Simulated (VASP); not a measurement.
A run of VASP 6.6.1:

INCAR

```
PREC = Accurate
ENCUT = 600
EDIFF = 1E-6
ISMEAR = -1
SIGMA = 0.05
LREAL = False
LASPH = True
NELM = 120
ALGO = Normal
ISIF = 2
LWAVE = False
LCHARG = False
NBANDS = 12
GGA_COMPAT = False
```

File KPOINTS:

```
regular mesh
0
Gamma
  13 13 13
```

File POSCAR:

```
Cu
1.0
    0.0000000000      1.7830713297      1.7830713297
    1.7830713297      0.0000000000      1.7830713297
    1.7830713297      1.7830713297      0.0000000000
Cu
1
Direct
    0.0000000000      0.0000000000      0.0000000000
```

Potentials or basis: VASP PAW LDA potentials, release 64 (Cu).

The run is started by

```console
$ cat potpaw_LDA.64/Cu/POTCAR > POTCAR
$ mpirun -np 1 vasp_std > vasp.out
```

Hardware: 1 thread of Intel Xeon 8259CL, on a shared host.

Problem. Estimate the wall time of this run.

Solution. It took 17 s on 1 thread of Intel Xeon 8259CL, with other jobs on the host, peak memory 0.13 GiB. Counts: scf iterations 12, k points 84.
